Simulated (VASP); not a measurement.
KRb2BeF6, 10 atoms in the cell. Symmetry: Fm-3m, No. 225, cubic system. Conventional cell: a = 8.713 Å, b = 8.713 Å, c = 8.713 Å, α = 90.00°, β = 90.00°, γ = 90.00°. Within 2.5 Å of F (site symmetry 4mm) lie 1 Be at 1.92 Å and 1 K at 2.44 Å. Rb (site symmetry -43m) has 12 F at 3.09 Å and 4 K at 3.77 Å and 4 Be at 3.77 Å within 4.1 Å. Within 3.2 Å of K (site symmetry m-3m) lie 6 F at 2.44 Å. Within 2.5 Å of Be (site symmetry m-3m) lie 6 F at 1.92 Å. 

```yaml
Program: VASP 6.6.1
Task: single point
Functional: PBE
Potentials_or_basis: VASP PAW PBE potentials, release 64 (F, Rb_sv, K_sv, Be)
Cutoff: 520 eV
k_mesh: 4 × 4 × 4
Occupations: fermi-dirac, width 0.15 eV
Spin: no spin polarisation
Dipole_correction: no
Further_INCAR_settings: ALGO = Normal; EDIFF = 1e-06; NBANDS = 46
```

Potentials or basis: VASP PAW PBE potentials, release 64 (F, Rb_sv, K_sv, Be).

Command:

```console
$ cat potpaw_PBE.64/F/POTCAR potpaw_PBE.64/Rb_sv/POTCAR potpaw_PBE.64/K_sv/POTCAR potpaw_PBE.64/Be/POTCAR > POTCAR
$ mpirun -np 1 vasp_std > vasp.out
```

Hardware: 1 thread of Intel(R) Xeon(R) Platinum 8375C CPU @ 2.90GHz (Ice Lake) (shared host).

Q: Estimate the wall time of this run.

A: Run time: 64 s on 1 thread of Intel(R) Xeon(R) Platinum 8375C CPU @ 2.90GHz (Ice Lake) (shared host), peak memory 0.34 GiB. Counts: scf iterations 14, k points 8.
